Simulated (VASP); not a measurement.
# TePt (P6_3/mmc) in VASP: notebook

The runs below take TePt through single point, with LDA.

Everything below comes from runs of VASP 6.6.1. Logs are shortened: lines on timing, memory, paths and dates and some standing lists are left out, and cuts for length are marked.

**1. The cell of the first run**

Symmetry: P6_3/mmc, No. 194, hexagonal system. Conventional cell: a = 4.360 Å, b = 4.360 Å, c = 5.716 Å, α = 90.00°, β = 90.00°, γ = 120.00°. Within 3.9 Å of Te (site symmetry -6m2) lie 6 Pt at 2.89 Å and 6 Te at 3.81 Å. Within 3.8 Å of Pt (site symmetry -3m) lie 2 Pt at 2.86 Å and 6 Te at 2.89 Å.

**2. Single point, LDA, collinear spin (23.52 Å³/atom)**

INCAR

```
  PREC = Accurate
  ENCUT = 520
  EDIFF = 1E-7
  ISMEAR = 0
  SIGMA = 0.15
  LREAL = False
  LASPH = True
  NELM = 150
  ALGO = Normal
  ISIF = 2
  LWAVE = False
  LCHARG = False
  ISPIN = 2
  MAGMOM = 0 0 0.312 0.312
  LORBIT = 11
  NUPDOWN = 0.625
  LMAXMIX = 4
  GGA = CA
  NBANDS = 28
```

KPOINTS

```
Automatic mesh
0
Gamma
  12 12 8
```

POSCAR

```
TePt
1.0
    4.3599000120      0.0000000000      0.0000000000
   -2.1799500060      3.7757841684      0.0000000000
    0.0000000000      0.0000000000      5.7159375000
Te Pt
2 2
Direct
    0.3333333333      0.6666666667      0.2500000000
    0.6666666667      0.3333333333      0.7500000000
    0.0000000000      0.0000000000      0.0000000000
    0.0000000000      0.0000000000      0.5000000000
```

Potentials or basis: VASP PAW LDA potentials, release 64 (Te, Pt).

On the command line:

```
cat potpaw_LDA.64/Te/POTCAR potpaw_LDA.64/Pt/POTCAR > POTCAR
mpirun -np 1 vasp_std > vasp.out
```

OUTCAR:

```text
PREC = Accurate
   ENCUT = 520
   EDIFF = 1E-7
   ISMEAR = 0
   LREAL = False
   LASPH = True
   NELM = 150
   ISIF = 2
   ISPIN = 2
   LORBIT = 11
   NUPDOWN = 0.625
   GGA = CA

 ion  position               nearest neighbor table
   1  0.333  0.667  0.250-   3 2.89   4 2.89   3 2.89   4 2.89   3 2.89   4 2.89
   2  0.667  0.333  0.750-   3 2.89   4 2.89   3 2.89   4 2.89   3 2.89   4 2.89
   3  0.000  0.000  0.000-   4 2.86   4 2.86   1 2.89   2 2.89   2 2.89   1 2.89   2 2.89   1 2.89

   4  0.000  0.000  0.500-   3 2.86   3 2.86   1 2.89   2 2.89   2 2.89   1 2.89   2 2.89   1 2.89

  LATTYP: Found a hexagonal cell.
 ALAT       =     4.3599000120
 C/A-ratio  =     1.3110249052

  Lattice vectors:

 A1 = (   4.3599000120,   0.0000000000,   0.0000000000)
 A2 = (  -2.1799500060,   3.7757841684,   0.0000000000)
 A3 = (   0.0000000000,   0.0000000000,   5.7159375000)

Analysis of symmetry for initial positions (statically):
=====================================================================
 Subroutine PRICEL returns:
 Original cell was already a primitive cell.

 Routine SETGRP: Setting up the symmetry group for a
 hexagonal supercell.

 Subroutine GETGRP returns: Found 24 space group operations
 (whereof 12 operations were pure point group operations)
 out of a pool of 24 trial point group operations.

The static configuration has the point symmetry D_3d.
 The point group associated with its full space group is D_6h.

Analysis of symmetry for dynamics (positions and initial velocities):
=====================================================================
 Subroutine PRICEL returns:
 Original cell was already a primitive cell.

 Routine SETGRP: Setting up the symmetry group for a
 hexagonal supercell.

 Subroutine GETGRP returns: Found 24 space group operations
 (whereof 12 operations were pure point group operations)
 out of a pool of 24 trial point group operations.

The dynamic configuration has the point symmetry D_3d.
 The point group associated with its full space group is D_6h.

Analysis of structural, dynamic, and magnetic symmetry:
=====================================================================
 Subroutine PRICEL returns:
 Original cell was already a primitive cell.

 Routine SETGRP: Setting up the symmetry group for a
 hexagonal supercell.

 Subroutine GETGRP returns: Found 24 space group operations
 (whereof 12 operations were pure point group operations)
 out of a pool of 24 trial point group operations.

[... 131 lines left out ...]
   LHFCALC =     F    Hartree Fock is set to
   AEXX    =    0.0000 exact exchange contribution
   IVDW    =     0    specifies the selected vdW correction
   LEPSILON=     F    determine dielectric tensor
   LRPA    =     F    only Hartree local field effects (RPA)
 spin polarized calculation
 Gauss-broadening in eV      SIGMA  =   0.15
  energy-cutoff  :      520.00
  volume of cell :       94.10
 maximum number of plane-waves:      2554
   NGX = 17   NGY = 17   NGZ = 21

 number of electron      32.0000002 magnetization       0.6249998

 Free energy of the ion-electron system (eV)
  ---------------------------------------------------
  ext. energy  EPLUGINS =         0.00000000
  ---------------------------------------------------
  free energy    TOTEN  =       -23.01632386 eV

  energy without entropy =      -22.99043889  energy(sigma->0) =      -23.00338137

 E-fermi :   7.7763     XC(G=0): -10.9748

 val. band max:        8.1986351518   @ k =   0.2500   0.1667   0.3750
 cond. band min:       7.7773925108   @ k =   0.3333   0.2500   0.1250
 fundamental gap:     -0.4212426410
 Fermi energy:         8.2082133508

 spin component 1

 k-point     1 :       0.0000    0.0000    0.0000
  band No.  band energies     occupation
      1      -5.3077      1.00000
      2      -3.0835      1.00000
      3       1.5516      1.00000
      4       2.5490      1.00000
      5       2.5490      1.00000
      6       3.0996      1.00000
[... 733 lines left out ...]
     27      18.4697      0.00000
     28      18.6502      0.00000

 [... further k-points ...]

 spin component 2

 k-point     1 :       0.0000    0.0000    0.0000
  band No.  band energies     occupation
      1      -5.2323      1.00000
      2      -3.0046      1.00000
      3       1.6276      1.00000
      4       2.6337      1.00000
      5       2.6337      1.00000
      6       3.1895      1.00000
[... 733 lines left out ...]
     27      18.5316      0.00000
     28      18.7182      0.00000

 [... further k-points ...]

------------------------ aborting loop because EDIFF is reached ----------------------------------------

  FORCE on cell =-STRESS in cart. coord.  units (eV):
  Direction    XX          YY          ZZ          XY          YZ          ZX
  --------------------------------------------------------------------------------------
  -------------------------------------------------------------------------------------
  Total       -6.9151535     -6.9151535     -7.4915427      0.0000000     -0.0000000      0.0000000
  in kB     -117.7446662   -117.7446662   -127.5588755      0.0000000     -0.0000000      0.0000000
  external PRESSURE =    -121.0160693 kB  Pullay stress =       0.0000000 kB

 VOLUME and BASIS-vectors are now :
 -----------------------------------------------------------------------------
  energy-cutoff  :      520.00
  volume of cell :       94.10
      direct lattice vectors                 reciprocal lattice vectors
     4.359900012  0.000000000  0.000000000     0.229363058  0.132422823  0.000000000
    -2.179950006  3.775784168  0.000000000     0.000000000  0.264845647  0.000000000
     0.000000000  0.000000000  5.715937500     0.000000000  0.000000000  0.174949429

 POSITION                                       TOTAL-FORCE (eV/Angst)
 -----------------------------------------------------------------------------------
     -0.00000      2.51719      1.42898        -0.000000     -0.000000      0.000000
      2.17995      1.25859      4.28695         0.000000      0.000000      0.000000
      0.00000      0.00000      0.00000         0.000000      0.000000      0.000000
      0.00000      0.00000      2.85797         0.000000      0.000000      0.000000
 -----------------------------------------------------------------------------------
    total drift:                               -0.000000      0.000000      0.000000

  FREE ENERGIE OF THE ION-ELECTRON SYSTEM (eV)
  ---------------------------------------------------
  free  energy   TOTEN  =       -23.0163238554 eV

  energy  without entropy=      -22.9904388866  energy(sigma->0) =      -23.00338137

 total charge

# of ion       s       p       d       tot
------------------------------------------
    1        1.422   1.742   0.078   3.243
    2        1.422   1.742   0.078   3.243
    3        0.587   0.415   8.152   9.154
    4        0.587   0.415   8.152   9.154
--------------------------------------------------
tot          4.018   4.314  16.462  24.794

 magnetization (x)

# of ion       s       p       d       tot
------------------------------------------
    1        0.011   0.072   0.003   0.086
    2        0.011   0.072   0.003   0.086
    3        0.006   0.016   0.137   0.159
    4        0.006   0.016   0.137   0.159
--------------------------------------------------
tot          0.035   0.176   0.279   0.490
```

Run time: 4 min. Hardware: 1 thread of AMD EPYC 9R45 (Zen 5), shared host; peak memory 0.42 GiB.

Results:

```yaml
Free_energy: -23.0163 eV
Pressure: -12.1 GPa
Net_moment: 0.62 μB per cell
Site_moments: Te +0.09; Pt +0.16 μB
Valence_electrons_inside_the_program's_atomic_spheres: Te 3.24; Pt 9.15
```

Caveat: the cell stands under tension; spin-orbit coupling is left out, which moves the levels of the heavy elements; the total moment is fixed, so each spin has its own Fermi level and the state may be an excited one.

**3. Single point, LDA, collinear spin (22.68 Å³/atom)**

This run uses another cell than the first one, of 22.68 Å³/atom.

INCAR

```
PREC = Accurate
ENCUT = 520
EDIFF = 1E-6
ISMEAR = 0
SIGMA = 0.15
LREAL = F
LASPH = T
NELM = 150
ALGO = Normal
ISIF = 2
LWAVE = F
LCHARG = F
ISPIN = 2
MAGMOM = 0 0 0.438 0.438
LORBIT = 11
NUPDOWN = 0.875
LMAXMIX = 4
NBANDS = 28
```

KPOINTS is that of step 2.

POSCAR

```
TePt
1.0
    4.3073750233      0.0000000000      0.0000000000
   -2.1536875117      3.7302961938      0.0000000000
    0.0000000000      0.0000000000      5.6470759316
Te Pt
2 2
Direct
    0.3333333333      0.6666666667      0.2500000000
    0.6666666667      0.3333333333      0.7500000000
    0.0000000000      0.0000000000      0.0000000000
    0.0000000000      0.0000000000      0.5000000000
```

Potentials or basis: VASP PAW LDA potentials, release 64 (Te, Pt).

On the command line:

```
cat potpaw_LDA.64/Te/POTCAR potpaw_LDA.64/Pt/POTCAR > POTCAR
mpirun -np 1 vasp_std > vasp.out
```

Run time: 4 min. Hardware: 1 thread of Intel Xeon Platinum 8488C (Sapphire Rapids), shared host; peak memory 0.43 GiB.

The run converged. Its results:

```
Free energy                                           : -23.1682 eV
Pressure                                              : -8.8 GPa
Net moment                                            : 0.88 μB per cell
Site moments                                          : Te +0.12; Pt +0.22 μB
Valence electrons inside the program's atomic spheres : Te 3.27; Pt 9.22
```

Stress tensor (GPa, compression positive):
```
-8.48  0.00  0.00
 0.00 -8.48  0.00
 0.00  0.00 -9.34
```

Caveat: the cell stands under tension; spin-orbit coupling is left out, which moves the levels of the heavy elements; the total moment is fixed, so each spin has its own Fermi level and the state may be an excited one.
